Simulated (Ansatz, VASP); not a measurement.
## One calculation of GaP, two programs

```xyz
2
Lattice="0.0000 2.7254 2.7254 2.7254 0.0000 2.7254 2.7254 2.7254 0.0000" Properties=species:S:1:pos:R:3 pbc="T T T"
Ga    0.0000    0.0000    0.0000
P     1.3627    1.3627    1.3627
```

Alike in both runs: task single point; functional HSE06; k mesh 4 × 4 × 4; occupations gaussian, width 0.05 eV; no spin polarisation.

```csv
,VASP,Ansatz
version,VASP 6.6.1,Ansatz 0.2.0
potentials or method,"VASP PAW PBE potentials, release 64 (Ga_d, P)",plane waves
plane-wave cutoff (eV),520,420
valence electrons in the cell,18,18
```

|  | VASP | Ansatz | Ansatz less VASP |
| --- | --- | --- | --- |
| gap on the k mesh at the Fermi level (eV) | 2.31 | 2.30 | -0.004 |
| pressure (GPa) | 1.0 | 1.1 | +0.17 |

Ansatz's warnings: stress exchange threshold loose, stress scf threshold loose.

The k mesh is coarse, so the values compare programs but aren't converged.
